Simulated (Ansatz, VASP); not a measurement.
Two plane-wave programs on Fe

```
Fe
1.0
    -1.41571    1.41571    1.41571
     1.41571   -1.41571    1.41571
     1.41571    1.41571   -1.41571
Fe
1
Direct
  0.00000 0.00000 0.00000
```

Alike in both runs: functional PBE; k mesh 25 × 25 × 25; occupations fermi-dirac, width 0.08 eV; collinear spin.

Ansatz relaxed the structure, and its values are those at the end. VASP's run is a single point on that final structure, the one shown.

|  | VASP | Ansatz |
| --- | --- | --- |
| version | VASP 6.6.1 | Ansatz 0.2.0 |
| potentials or method | VASP PAW PBE potentials, release 64 (Fe) | PAW with Ansatz's default frozen-core files, scalar-relativistic |
| plane-wave cutoff (eV) | 520 | 420 |
| valence electrons in the cell | 8 | 16 |

```csv
,VASP,Ansatz,Ansatz less VASP
pressure (GPa),-0.4,0.0,+0.37
net moment per atom (μB),2.18,2.16,-0.019
size of the moment on the site where the two differ most (μB),2.18,2.21,+0.030
```

Site moments also hang on the region over which each program counts them. With one functional, cell and mesh, what is left measures potentials, basis and numerics. VASP's potentials hold 8 valence electrons a cell and Ansatz's 16, so a difference there can come from the potentials and not from the codes.
